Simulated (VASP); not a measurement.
Write the native input for VASP 6.6.1 that does the following.

| Property | Result |
| --- | --- |
| Task | single point |
| Functional | PBEsol |
| Potentials or basis | VASP PAW PBE potentials, release 64 (Hf_pv, N) |
| Cutoff | 520 eV |
| k mesh | 16 × 16 × 16 |
| Occupations | gaussian, width 0.15 eV |
| Spin | no spin polarisation |
| Dipole correction | no |
| Further INCAR settings | ALGO = Normal; EDIFF = 1e-06; NBANDS = 14 |

The structure of HfN lies in POSCAR:

```
HfN
1.0
    0.0000000000      2.5775631000      2.3320809000
    2.5775631000      0.0000000000      2.3320809000
    2.5775631000      2.5775631000      0.0000000000
Hf N
1 1
Direct
    0.0000000000      0.0000000000      0.0000000000
    0.7500000000      0.7500000000      0.7500000000
```

This cell differs from its parent crystal: strain +0.050 along x and y, -0.050 along z.

The input as run:

INCAR

```
SYSTEM = HfN
PREC     = Accurate       ! precision mode
ENCUT    = 520            ! plane-wave cutoff, eV
EDIFF    = 1E-6           ! SCF threshold, eV
ISMEAR   = 0              ! smearing method
SIGMA    = 0.15           ! smearing width, eV
LREAL    = .FALSE.        ! projectors in reciprocal space
LASPH    = .TRUE.         ! aspherical terms in the spheres
NELM     = 60             ! most SCF steps
ALGO     = Normal         ! electronic algorithm
ISIF     = 2              ! what is computed and relaxed
LWAVE    = .FALSE.        ! write WAVECAR
LCHARG   = .FALSE.        ! write CHGCAR
GGA      = PS             ! functional
NBANDS   = 14             ! bands
```

KPOINTS

```
regular mesh
0
G
  16 16 16
  0 0 0
```

Potentials or basis: VASP PAW PBE potentials, release 64 (Hf_pv, N).

The run is started by

```bash
$ cat potpaw_PBE.64/Hf_pv/POTCAR potpaw_PBE.64/N/POTCAR > POTCAR
$ mpirun -np 1 vasp_std > vasp.out
```

Results of the run:

| Property | Result |
| --- | --- |
| Pressure | -14.1 GPa |

Caveat: the cell differs from its parent crystal (strain +0.050 along x and y, -0.050 along z); the PAW data sets were made with another functional, which shifts forces and pressure a little.

Run time: 55 s on 1 thread of Intel(R) Xeon(R) 6975P-C (Granite Rapids), with other jobs on the host, peak memory 0.28 GiB.
